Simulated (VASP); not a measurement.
Write the native input for VASP 6.6.1 that does the following.

```
Task                   : single point
Functional             : PBE
Dispersion             : D3(BJ)
Potentials or basis    : VASP PAW PBE potentials, release 64 (P)
Cutoff                 : 520 eV
k mesh                 : 10 × 10 × 8
Occupations            : gaussian, width 0.01 eV
Spin                   : no spin polarisation
Dipole correction      : no
Further INCAR settings : ALGO = Normal; EDIFF = 1e-07; NBANDS = 18
```

The structure of P lies in POSCAR:

```
P
1.0
    1.6612292982     -5.1042157821      0.0000000000
    1.6612292982      5.1042157821      0.0000000000
    0.0000000000      0.0000000000      4.1659046606
P
4
Direct
    0.8937544183      0.1062455817      0.0719645273
    0.6062455817      0.3937544183      0.5719645273
    0.1062455817      0.8937544183      0.9280354727
    0.3937544183      0.6062455817      0.4280354727
```

The input as run:

INCAR

```
SYSTEM = P
PREC = Accurate ; ENCUT = 520
EDIFF = 1E-7 ; ISMEAR = 0
SIGMA = 0.01 ; LREAL = .FALSE.
LASPH = .TRUE. ; NELM = 80
ALGO = Normal ; ISIF = 2
LWAVE = .FALSE. ; LCHARG = .TRUE.
GGA = PE ; IVDW = 12
LELF = .TRUE. ; LVHAR = .TRUE.
NBANDS = 18
```

KPOINTS

```
regular mesh
0
G
  10 10 8
  0 0 0
```

Potentials or basis: VASP PAW PBE potentials, release 64 (P).

Launch:

```sh
$ cat potpaw_PBE.64/P/POTCAR > POTCAR
$ mpirun -np 1 vasp_std > vasp.out
```

Results of the run:

The pressure is -0.4 GPa. The largest force is 0.057 eV/Å and the band gap on the k mesh is zero (bands 10 and 11 overlap by 0.07 eV). The dispersion energy per atom is -0.397 eV.

Wall time 96 s on 1 thread of Intel(R) Xeon(R) 6975P-C (Granite Rapids) (shared host), peak memory 0.3 GiB.
